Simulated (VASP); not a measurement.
## PbSe: single point with PBE

The system is PbSe.

```
CELL_PARAMETERS angstrom
0.00000 3.08870 3.08870
3.08870 0.00000 3.08870
3.08870 3.08870 0.00000
ATOMIC_POSITIONS crystal
Pb 0.00000 0.00000 0.00000
Se 0.50000 0.50000 0.50000
```

| Quantity | Value |
| --- | --- |
| Program | VASP 6.6.1 |
| Task | single point |
| Functional | PBE |
| Potentials or basis | VASP PAW PBE potentials, release 64 (Pb_d, Se) |
| Cutoff | 520 eV |
| k mesh | 8 × 8 × 8 |
| Occupations | fermi-dirac, width 0.02 eV |
| Spin | no spin polarisation |

```json
{
  "Pressure": "0.9 GPa",
  "Band gap on the k mesh": "0.38 eV"
}
```

Levels at points of the mesh, in eV from the valence-band top:
| k point | band 7 | band 8 | band 9 | band 10 | band 11 | band 12 | band 13 | band 14 |
| --- | --- | --- | --- | --- | --- | --- | --- | --- |
| (0.00, 0.00, 0.00) | -6.33 | -1.73 | -1.73 | -1.73 | 4.67 | 4.67 | 4.67 | 6.60 |
| (0.50, 0.00, 0.00) | -8.63 | -1.35 | -1.35 | 0.00 | 0.38 | 1.78 | 1.78 | 8.54 |
| (0.50, 0.50, 0.00) | -7.32 | -4.74 | -3.04 | -3.04 | 3.83 | 5.53 | 5.53 | 5.95 |

Run time: 31 s on 1 thread of Intel Xeon 8259CL (shared host), peak memory 0.19 GiB.

Caveat: spin-orbit coupling is left out, which moves the levels of the heavy elements. A k mesh can miss the band edges.
